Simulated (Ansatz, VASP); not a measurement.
**BiSbS4: VASP beside Ansatz**

```
Sb Bi S
1.0
     5.70808    0.00000    0.00000
    -2.85404    4.94334    0.00000
     0.00000    0.00000    5.75544
Sb Bi S
1 1 4
Direct
  0.00000 0.00000 0.50000
  0.00000 0.00000 0.00000
  0.33333 0.66667 0.32868
  0.66667 0.33333 0.32868
  0.66667 0.33333 0.67132
  0.33333 0.66667 0.67132
```

Alike in both runs: functional PBE; k mesh 6 × 6 × 8; occupations gaussian, width 0.1 eV; no spin polarisation.

Ansatz relaxed the structure, and its values are those at the end. VASP's run is a single point on that final structure, the one shown.

|  | VASP | Ansatz |
| --- | --- | --- |
| version | VASP 6.6.1 | Ansatz 0.2.0 |
| potentials or method | VASP PAW PBE potentials, release 64 (Sb, Bi_d, S), cutoff 520 eV | scalar-relativistic, plane waves, PAW |
| valence electrons in the cell | 44 | 54 |

Ansatz gave:

- gap on the k mesh at the Fermi level (eV): none
- pressure (GPa): 0.0
- rms of the force components (eV/Å): 0.001

**Question.** Estimate VASP's values.

**Answer.** gap on the k mesh at the Fermi level (eV): none; pressure (GPa): -0.3; rms of the force components (eV/Å): 0.087.

A gap of «none» marks a metal or a gap that the smearing closes. The functional is the same, so the differences come from potentials, cutoffs and numerics. VASP's potentials hold 44 valence electrons a cell and Ansatz's 54, so a difference there can come from the potentials and not from the codes.

Spin-orbit coupling is off throughout.
